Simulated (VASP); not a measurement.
# Hf in VASP: single point with PBE

Aim: the single point of Hf with PBE.

Program: VASP 6.6.1. These are calculated values, not measurements. Logs are shortened: lines on timing, memory, paths and dates and some standing lists are left out, and cuts for length are marked.

## (1) The cell of the first run

The cell holds a slab with vacuum, 12 atoms: a = 5.555 Å, b = 5.555 Å, c = 33.072 Å, α = 90.00°, β = 90.00°, γ = 120.00°.

## (2) Single point, PBE

INCAR reads:

```
SYSTEM = Hf
ALGO = Normal ; DIPOL = 0.5 0.5 0.294
EDIFF = 1E-6 ; ENCUT = 400
GGA = PE ; GGA_COMPAT = .FALSE.
IDIPOL = 3 ; ISIF = 2
ISMEAR = 1 ; LASPH = .TRUE.
LCHARG = .FALSE. ; LDIPOL = .TRUE.
LREAL = .FALSE. ; LWAVE = .FALSE.
NBANDS = 72 ; NELM = 120
NELMDL = -8 ; PREC = Accurate
SIGMA = 0.1
```

KPOINTS reads:

```
k-points
0
G
  9 9 1
  0 0 0
```

POSCAR reads:

```
Hf
1.0
    0.0000000292      5.5553847950      0.0000000000
   -4.8111043748     -2.7776923722      0.0000000000
    0.0000000000      0.0000000000     33.0718739054
Hf
12
Direct
    0.6666670000      0.6666670000      0.1814230430
    0.3333330000      1.0000000000      0.1814230430
    0.0000000000      0.3333330000      0.1814230430
    0.3337491861      0.3335796998      0.2529835963
   -0.0001694863      0.6662508139      0.2529835963
    0.6664203002      0.0001694863      0.2529835963
    0.6657721091      0.6653500954      0.3320834567
    0.3346499046      1.0004220137      0.3320834567
   -0.0004220137      0.3342278909      0.3320834567
    0.3236998348      0.3253656689      0.4080709372
    0.0016658341      0.6763001652      0.4080709372
    0.6746343311     -0.0016658341      0.4080709372
```

Potentials or basis: VASP PAW PBE potentials, release 64 (Hf_pv).

Run with:

```console
$ cat potpaw_PBE.64/Hf_pv/POTCAR > POTCAR
$ mpirun -np 1 vasp_std > vasp.out
```

OUTCAR:

```text
SYSTEM = Hf
   EDIFF = 1E-6
   ENCUT = 400
   GGA = PE
   ISIF = 2
   ISMEAR = 1
   LASPH = .TRUE.
   LREAL = .FALSE.
   NELM = 120
   NELMDL = -8
   PREC = Accurate

 ion  position               nearest neighbor table
   1  0.667  0.667  0.181-   4 3.00   5 3.01   6 3.01   3 3.21   2 3.21   2 3.21   3 3.21   2 3.21
                             3 3.21
   2  0.333  0.000  0.181-   6 3.00   4 3.01   5 3.01   3 3.21   1 3.21   1 3.21   3 3.21   1 3.21
                             3 3.21
   3  0.000  0.333  0.181-   5 3.00   6 3.01   4 3.01   1 3.21   2 3.21   2 3.21   1 3.21   1 3.21
                             2 3.21
   4  0.334  0.334  0.253-   1 3.00   2 3.01   3 3.01   7 3.20   6 3.20   5 3.20   8 3.21   6 3.21
                             5 3.21   9 3.21   5 3.21   6 3.21
   5  1.000  0.666  0.253-   3 3.00   1 3.01   2 3.01   9 3.20   6 3.20   4 3.20   7 3.21   4 3.21
                             6 3.21   8 3.21   4 3.21   6 3.21
   6  0.666  0.000  0.253-   2 3.00   3 3.01   1 3.01   8 3.20   5 3.20   4 3.20   9 3.21   4 3.21
                             5 3.21   7 3.21   5 3.21   4 3.21
   7  0.666  0.665  0.332-  12 3.11  11 3.11  10 3.15   8 3.20   9 3.20   4 3.20   8 3.21   9 3.21
                             5 3.21   6 3.21   9 3.22   8 3.22
   8  0.335  0.000  0.332-  11 3.11  10 3.11  12 3.15   7 3.20   9 3.20   6 3.20   9 3.21   7 3.21
                             4 3.21   5 3.21   9 3.22   7 3.22
   9  1.000  0.334  0.332-  10 3.11  12 3.11  11 3.15   7 3.20   8 3.20   5 3.20   8 3.21   7 3.21
                             6 3.21   4 3.21   7 3.22   8 3.22
  10  0.324  0.325  0.408-   9 3.11   8 3.11  11 3.12  12 3.12   7 3.15  12 3.24  11 3.24  12 3.26
                            11 3.26
  11  0.002  0.676  0.408-   8 3.11   7 3.11  10 3.12  12 3.12   9 3.15  10 3.24  12 3.24  12 3.26
                            10 3.26
  12  0.675  0.998  0.408-   7 3.11   9 3.11  11 3.12  10 3.12   8 3.15  10 3.24  11 3.24  11 3.26
                            10 3.26

  LATTYP: Found a hexagonal cell.
 ALAT       =     5.5553847950
 C/A-ratio  =     5.9531202834

  Lattice vectors:

 A1 = (   0.0000000292,   5.5553847950,   0.0000000000)
 A2 = (  -4.8111043748,  -2.7776923722,   0.0000000000)
 A3 = (   0.0000000000,   0.0000000000,  33.0718739054)

Analysis of symmetry for initial positions (statically):
=====================================================================
 Subroutine PRICEL returns:
 Original cell was already a primitive cell.

 Routine SETGRP: Setting up the symmetry group for a
 hexagonal supercell.

 Subroutine GETGRP returns: Found  3 space group operations
 (whereof  3 operations were pure point group operations)
 out of a pool of 24 trial point group operations.

The static configuration has the point symmetry C_3 .

Analysis of symmetry for dynamics (positions and initial velocities):
=====================================================================
 Subroutine PRICEL returns:
 Original cell was already a primitive cell.

 Routine SETGRP: Setting up the symmetry group for a
 hexagonal supercell.

 Subroutine GETGRP returns: Found  3 space group operations
 (whereof  3 operations were pure point group operations)
 out of a pool of 24 trial point group operations.

The dynamic configuration has the point symmetry C_3 .

 Subroutine INISYM returns: Found  3 space group operations
 (whereof  3 operations are pure point group operations),
 and found     1 'primitive' translations

----------------------------------------------------------------------------------------

                                     Primitive cell

  volume of cell :     883.9297

  direct lattice vectors                    reciprocal lattice vectors
     0.000000029  5.555384795  0.000000000    -0.103926242  0.180005533  0.000000000
    -4.811104375 -2.777692372  0.000000000    -0.207852486  0.000000001  0.000000000
     0.000000000  0.000000000 33.071873905     0.000000000  0.000000000  0.030237174

  length of vectors
     5.555384795  5.555384795 33.071873905     0.207852486  0.207852486  0.030237174

  position of ions in fractional coordinates (direct lattice)
     0.666667000  0.666667000  0.181423043
     0.333333000  0.000000000  0.181423043
     0.000000000  0.333333000  0.181423043
     0.333749186  0.333579700  0.252983596
     0.999830514  0.666250814  0.252983596
     0.666420300  0.000169486  0.252983596
     0.665772109  0.665350095  0.332083457
[... 49 lines left out ...]
  0.000000  0.000000  0.000000      1.000000
  0.111111  0.000000  0.000000      6.000000
  0.222222 -0.000000  0.000000      6.000000
  0.333333  0.000000  0.000000      6.000000
  0.444444 -0.000000  0.000000      6.000000
  0.111111  0.111111  0.000000      6.000000
  0.222222  0.111111  0.000000      6.000000
 -0.222222  0.333333  0.000000      6.000000
  0.333333  0.111111  0.000000      6.000000
 -0.333333  0.444444  0.000000      6.000000
  0.444444  0.111111  0.000000      6.000000
  0.222222  0.222222  0.000000      6.000000
  0.333333  0.222222  0.000000      6.000000
 -0.333333 -0.444444  0.000000      6.000000
  0.333333  0.333333  0.000000      2.000000
   k-points           NKPTS =     15   k-points in BZ     NKDIM =     15   number of bands    NBANDS=     72
   number of dos      NEDOS =    301   number of ions     NIONS =     12
   total plane-waves  NPLWV = 279936
   dimension x,y,z NGX =    36 NGY =   36 NGZ =  216
   dimension x,y,z NGXF=    72 NGYF=   72 NGZF=  432
   ions per type =              12
   NGX,Y,Z   is equivalent  to a cutoff of  10.77, 10.77, 10.86 a.u.
   NGXF,Y,Z  is equivalent  to a cutoff of  21.55, 21.55, 21.72 a.u.
 SYSTEM =  Hf
   PREC   = accura    normal or accurate (medium, high low for compatibility)
   ISTART =      0    job   : 0-new  1-cont  2-samecut
   ICHARG =      2    charge: 1-file 2-atom 10-const
   ISPIN  =      1    spin polarized calculation?
   LNONCOLLINEAR =      F non collinear calculations
   LSORBIT =      F    spin-orbit coupling
   LASPH  =      T    aspherical Exc in radial PAW
   ENCUT  =  400.0 eV  29.40 Ry    5.42 a.u.   9.06  9.06 53.93*2*pi/ulx,y,z
   NELM   =    120;   NELMIN=  2; NELMDL= -8     # of ELM steps
   EDIFF  = 0.1E-05   stopping-criterion for ELM
   LREAL  =      F    real-space projection
   EDIFFG = 0.1E-04   stopping-criterion for IOM
   NSW    =      0    number of steps for IOM
   IBRION =     -1    ionic relax: 0-MD 1-quasi-New 2-CG
   NFREE  =      0    steps in history (QN), initial steepest desc. (CG)
   ISIF   =      2    stress and relaxation
   ISYM   =      2    0-nonsym 1-usesym 2-fastsym
   POTIM  = 0.5000    time-step for ionic-motion
   TEBEG  =    0.0;   TEEND  =   0.0 temperature during run
   PSTRESS=    0.0 pullay stress
   NELECT =     120.0000    total number of electrons
   NUPDOWN=      -1.0000    fix difference up-down
   EMIN   =  10.00;   EMAX   =-10.00  energy-range for DOS
   EFERMI =   0.00;   METHOD = LEGACY
   ISMEAR =     1;   SIGMA  =   0.10  broadening in eV -4-tet -1-fermi 0-gaus
   EFERMI_NEDOS =   21; number of points for ismear=-14 and -15
   IALGO  =     38    algorithm
   IMIX   =      4    mixing-type and parameters
     AMIX     =   0.40;   BMIX     =  1.00
     AMIX_MAG =   1.60;   BMIX_MAG =  1.00
  volume/ion in A,a.u.               =      73.66       497.09
  Fermi-wavevector in a.u.,A,eV,Ry     =   0.841387  1.589992  9.632010  0.707933
  Thomas-Fermi vector in A             =   1.955924
   LORBIT       =      0    0 simple, 1 ext, 2 COOP (PROOUT), +10 PAW based schemes
   GGA     = PE    functional components
   LHFCALC =     F    Hartree Fock is set to
   AEXX    =    0.0000 exact exchange contribution
   IVDW    =     0    specifies the selected vdW correction
   LEPSILON=     F    determine dielectric tensor
   LRPA    =     F    only Hartree local field effects (RPA)
 non-spin polarized calculation
 Methfessel and Paxton  Order N= 1 SIGMA  =   0.10
  energy-cutoff  :      400.00
  volume of cell :      883.93
 maximum number of plane-waves:     16137
   NGX = 19   NGY = 19   NGZ =107

 dipolmoment           0.000000      0.000000     -0.076237 electrons x Angstroem

 number of electron     119.9999974 magnetization

 dipolmoment           0.000000      0.000000      0.012730 electrons x Angstroem

 Free energy of the ion-electron system (eV)
  ---------------------------------------------------
  ext. energy  EPLUGINS =         0.00000000
  ---------------------------------------------------
  free energy    TOTEN  =      -113.15487693 eV

  energy without entropy =     -113.15454948  energy(sigma->0) =     -113.15476778

 E-fermi :  -1.4656     XC(G=0):  -4.0840

 val. band max:       -1.4725205549   @ k =   0.1111   0.0000   0.0000
 cond. band min:      -1.4640417789   @ k =  -0.3333   0.4444   0.0000
 fundamental gap:      0.0084787761
 Fermi energy:        -1.4655656889

 k-point     1 :       0.0000    0.0000    0.0000
  band No.  band energies     occupation
      1     -32.5867      2.00000
      2     -32.5097      2.00000
      3     -32.4739      2.00000
      4     -32.4638      2.00000
      5     -32.4638      2.00000
      6     -32.4424      2.00000
[... 1114 lines left out ...]
     71      -0.2898     -0.00000
     72      -0.2891     -0.00000

------------------------ aborting loop because EDIFF is reached ----------------------------------------

 vacuum level on the upper side and lower side of the slab       (xc-potential included)         0.038        -0.047

  FORCE on cell =-STRESS in cart. coord.  units (eV):
  Direction    XX          YY          ZZ          XY          YZ          ZX
  --------------------------------------------------------------------------------------
  -------------------------------------------------------------------------------------
  Total       -5.7429611     -5.7429611     -5.5604132      0.0000000     -0.0000000     -0.0000000
  in kB      -10.4094727    -10.4094727    -10.0785933      0.0000001     -0.0000000     -0.0000000
  external PRESSURE =     -10.2991796 kB  Pullay stress =       0.0000000 kB

 VOLUME and BASIS-vectors are now :
 -----------------------------------------------------------------------------
  energy-cutoff  :      400.00
  volume of cell :      883.93
      direct lattice vectors                 reciprocal lattice vectors
     0.000000029  5.555384795  0.000000000    -0.103926242  0.180005533  0.000000000
    -4.811104375 -2.777692372  0.000000000    -0.207852486  0.000000001  0.000000000
     0.000000000  0.000000000 33.071873905     0.000000000  0.000000000  0.030237174

 POSITION                                       TOTAL-FORCE (eV/Angst)
 -----------------------------------------------------------------------------------
     -3.20740      1.85180      6.00000        -0.000136     -0.000424      0.051254
      0.00000      1.85179      6.00000         0.000435      0.000094      0.051254
     -1.60370     -0.92590      6.00000        -0.000299      0.000330      0.051254
     -1.60489      0.92752      8.36664         0.015713     -0.021519     -0.100745
     -3.20540      3.70380      8.36664        -0.026493     -0.002848     -0.100745
     -0.00082      3.70175      8.36664         0.010780      0.024368     -0.100745
     -3.20107      1.85048     10.98262         0.010345     -0.017975      0.771337
     -0.00203      1.85794     10.98262         0.010395      0.017947      0.771337
     -1.60801      4.62466     10.98262        -0.020740      0.000029      0.771337
     -1.56537      0.89451     13.49567        -0.206882      0.146080     -0.721846
     -3.25375     -1.86930     13.49567         0.229950      0.106125     -0.721846
     -4.80309      0.97479     13.49567        -0.023068     -0.252205     -0.721846
 -----------------------------------------------------------------------------------
    total drift:                               -0.000000     -0.000000     -0.012437

  FREE ENERGIE OF THE ION-ELECTRON SYSTEM (eV)
  ---------------------------------------------------
  free  energy   TOTEN  =      -113.1548769330 eV

  energy  without entropy=     -113.1545494801  energy(sigma->0) =     -113.15476778

 vacuum level on the upper side and lower side of the slab         2.947         2.862
```

It took 35 min on 1 thread of Intel Xeon 6975P-C (Granite Rapids), shared host; peak memory 0.81 GiB.

Results:

| Item | Value |
| --- | --- |
| Free energy | -113.1549 eV |
| Largest force | 0.772 eV/Å |
| Band gap on the k mesh | zero (bands 60 and 61 overlap by 0.33 eV) |

Forces in eV/Å, atoms in the order of the input:
```
Hf   0.000  0.000  0.051
Hf   0.000  0.000  0.051
Hf   0.000  0.000  0.051
Hf   0.016 -0.022 -0.101
Hf  -0.026 -0.003 -0.101
Hf   0.011  0.024 -0.101
Hf   0.010 -0.018  0.771
Hf   0.010  0.018  0.771
Hf  -0.021  0.000  0.771
Hf  -0.207  0.146 -0.722
Hf   0.230  0.106 -0.722
Hf  -0.023 -0.252 -0.722
```

Levels at points of the mesh, in eV from the Fermi level:
```csv
k point,band 58,band 59,band 60,band 61,band 62,band 63
"(0.00, 0.00, 0.00)",0.00,0.00,0.02,0.12,0.19,0.20
```

Caveat: spin-orbit coupling is left out, which moves the levels of the heavy elements.
